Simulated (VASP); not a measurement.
Here is a VASP 6.6.1 calculation.

INCAR

```
SYSTEM = SnPt2Se3
ALGO = Normal
EDIFF = 1E-6
ENCUT = 520
GGA = PE
ISIF = 2
ISMEAR = 0
LASPH = .True.
LCHARG = .True.
LELF = .True.
LREAL = .False.
LVHAR = .True.
LWAVE = .False.
NBANDS = 35
NELM = 60
PREC = Accurate
SIGMA = 0.1
```

The input KPOINTS:

```
k-points
0
Gamma
  6 6 4
  0 0 0
```

File POSCAR:

```
SnPt2Se3
1.0
    5.4463365200      0.0000000000      0.0000000000
   -2.7231682600      4.7166657800      0.0000000000
    0.0000000000      0.0000000000      6.9771183800
Sn Pt Se
1 2 3
Direct
    0.0000000000      0.0000000000      0.0000000000
    0.0000000000      0.0000000000      0.7161762300
    0.0000000000      0.0000000000      0.2838237700
    0.0000000000      0.0000000000      0.5000000000
    0.3333333300      0.6666666700      0.5000000000
    0.6666666700      0.3333333300      0.5000000000
```

Potentials or basis: VASP PAW PBE potentials, release 64 (Sn_d, Pt, Se).

The run is started by

```bash
$ cat potpaw_PBE.64/Sn_d/POTCAR potpaw_PBE.64/Pt/POTCAR potpaw_PBE.64/Se/POTCAR > POTCAR
$ mpirun -np 1 vasp_std > vasp.out
```

Task: What does it give for the band gap on the k mesh?

Result: Zero (band 26 reaches 3.31 eV, above the bottom of band 27 at 2.96 eV).

Task: Estimate the pressure.

Result: 105.5 GPa.

Forces in eV/Å, atoms in the order of the input:
```
Sn    0.000   0.000   0.000
Pt    0.000   0.000  66.747
Pt    0.000   0.000 -66.747
Se    0.000   0.000   0.000
Se    0.000   0.000   0.000
Se    0.000   0.000   0.000
```

Caveat: spin-orbit coupling is left out, which moves the levels of the heavy elements; forces of over 1 eV/Å act on the atoms, so gaps and moduli don't describe the material at rest.
